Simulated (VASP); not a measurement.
Here is a VASP 6.6.1 calculation.

INCAR

```
PREC     = Accurate       # precision mode
ENCUT    = 520            # plane-wave cutoff, eV
EDIFF    = 1E-7           # SCF threshold, eV
ISMEAR   = 1              # smearing method
SIGMA    = 0.1            # smearing width, eV
LREAL    = Auto         
LASPH    = T              # aspherical terms in the spheres
NELM     = 80             # most SCF steps
ALGO     = Normal         # electronic algorithm
ISIF     = 2              # what is computed and relaxed
LWAVE    = F              # write WAVECAR
LCHARG   = F              # write CHGCAR
GGA      = PE             # functional
NBANDS   = 223            # bands
LUSENCCL = F
```

KPOINTS

```
regular mesh
0
Gamma
  2 2 2
```

File POSCAR:

```
Si36W17
1.0
    9.6876021900      0.0000000000      0.0000000000
    0.0000000000      9.6876021900      0.0000000000
   -3.2292007300     -3.2292007300      7.8679106400
Si W
36 17
Direct
    0.1131258554      0.1110537764      0.3335372212
    0.2210135162      0.2240072928      0.1667021160
    0.1117193455      0.1117251741      0.8345676990
    0.2240429367      0.2215991835      0.6659779017
    0.1094075652      0.4500546647      0.3396936277
    0.2225912115      0.5545965271      0.1660293394
    0.1119851899      0.4440264903      0.8339541240
    0.2165544754      0.5571609477      0.6602673723
    0.1099875157      0.7762420448      0.3391858366
    0.2205533505      0.8867856603      0.1652412856
    0.1119944132      0.7782636936      0.8338389194
    0.2159239793      0.8821850387      0.6607683533
    0.4454567317      0.1117097890      0.3356552273
    0.5574793095      0.2237628503      0.1661767898
    0.4428660905      0.1090983866      0.8337793290
    0.5549125483      0.2211748235      0.6643052125
    0.4450215461      0.4425953028      0.3340221769
    0.5548690123      0.5548892960      0.1653997707
    0.4426220066      0.4455899647      0.8332859702
    0.5555348674      0.5534909020      0.6664492139
    0.4448115644      0.7793722311      0.3335259896
    0.5577491822      0.8872792513      0.1666859678
    0.4454384472      0.7779774321      0.8345627189
    0.5553268300      0.8902617767      0.6659611358
    0.7763185725      0.1112821775      0.3340026356
    0.8886180664      0.2211334095      0.1654028883
    0.7793277352      0.1088841066      0.8332668549
    0.8872436465      0.2218037886      0.6664319771
    0.7844227696      0.4506862728      0.3391757022
    0.8883411488      0.5546086462      0.1661013627
    0.7798279110      0.4460815064      0.8347199644
    0.8903708803      0.5566418656      0.6607813169
    0.7837987644      0.7757062267      0.3397026238
    0.8883604236      0.8888567208      0.1660390709
    0.7777554599      0.7782584287      0.8339505833
    0.8909191413      0.8828251106      0.6602800109
    0.0003051154     -0.0012695949     -0.0017860000
    0.0000821279      0.0004733544      0.4999145342
    0.0000409968      0.3341498249      0.0017631895
    0.0002766563      0.3323972519      0.5000598889
    0.0001794505      0.6664429526     -0.0000073192
   -0.3338628481      0.6665408629      0.5000512038
    0.3331768159     -0.0005624257      0.0001264304
    0.3329695157     -0.0007862953      0.4986668726
    0.3335624451      0.3330512298     -0.0000048329
    0.3337287298      0.3328824330      0.4999985564
    0.3324492345      0.6665692983     -0.0018000921
    0.3342001214      0.6663284821      0.4999204122
    0.6667834706     -0.0001844332     -0.0000217371
    0.6666263127     -0.0000076898      0.4999779987
    0.6671826621      0.3334379682     -0.0001603458
    0.6673997957      0.3336661919      0.5012949335
    0.6678941550      0.6663052058      0.0017709012
```

Potentials or basis: VASP PAW PBE potentials, release 64 (Si, W_sv).

Launch:

```sh
$ cat potpaw_PBE.64/Si/POTCAR potpaw_PBE.64/W_sv/POTCAR > POTCAR
$ mpirun -np 1 vasp_std > vasp.out
```

Predict the largest force.

0.012 eV/Å.

What does it give for the pressure?

-0.8 GPa.

Stress tensor (GPa, compression positive):
```
-0.89 -0.03  0.14
-0.03 -0.89  0.14
 0.14  0.14 -0.54
```

Caveat: the k points lie up to 0.40 Å⁻¹ apart, too coarse for converged energies and pressures of a metal.
